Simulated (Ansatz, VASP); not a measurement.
# BiTe: VASP beside Ansatz

The input INCAR:

```
SYSTEM = BiTe
ALGO = Normal
EDIFF = 1E-6
ENCUT = 520
GGA = PE
ISIF = 2
ISMEAR = 0
LASPH = .TRUE.
LCHARG = .FALSE.
LREAL = .FALSE.
LWAVE = .FALSE.
NBANDS = 18
NELM = 60
PREC = Accurate
SIGMA = 0.15
```

The input KPOINTS:

```
k-points
0
G
  12 12 12
  0 0 0
```

The input POSCAR:

```
BiTe
1.0
    2.5438431614      1.4686885340      3.1514273568
   -2.5438431614      1.4686885340      3.1514273568
    0.0000000000     -2.9373770681      3.1514273568
Bi Te
1 1
Direct
    0.5000000000      0.5000000000      0.5000000000
    0.0000000000      0.0000000000      0.0000000000
```

Input for Ansatz:

```yaml
crystal:
  lattice:
    - [2.5438431614, 1.468688534, 3.1514273568]
    - [-2.5438431614, 1.468688534, 3.1514273568]
    - [0.0, -2.9373770681, 3.1514273568]
  atoms:
    - { symbol: Bi, position: [0.5, 0.5, 0.5] }
    - { symbol: Te, position: [0.0, 0.0, 0.0] }
basis:
  ecutwfc: 420
kpoints:
  mp_grid: { grid: [12, 12, 12] }
hamiltonian:
  xc: pbe
scf:
  occupations: { method: gaussian, width: 0.15 }
output:
  forces: true
  stress: true
  eigenvalues: true
```

Change from the starting cell: strain +0.050 along x and y, -0.050 along z, atoms carried along.

Alike in both runs: task single point; functional PBE; k mesh 12 × 12 × 12; occupations gaussian, width 0.15 eV; no spin polarisation.

|  | VASP | Ansatz |
| --- | --- | --- |
| version | VASP 6.6.1 | Ansatz 0.2.0 |
| potentials or method | VASP PAW PBE potentials, release 64 (Bi_d, Te), cutoff 520 eV | scalar-relativistic, plane waves, PAW |
| valence electrons in the cell | 21 | 31 |

```tsv
	VASP	Ansatz	Ansatz less VASP
gap on the k mesh at the Fermi level (eV)	none	none	-
pressure (GPa)	-3.0	-2.9	+0.07
traceless stress, the component that is largest in VASP (GPa)	1.98	1.98	+0.001
```

A gap of «none» marks a metal or a gap that the smearing closes. VASP's potentials hold 21 valence electrons a cell and Ansatz's 31, so a difference there can come from the potentials and not from the codes.

Neither program's run includes spin-orbit coupling.
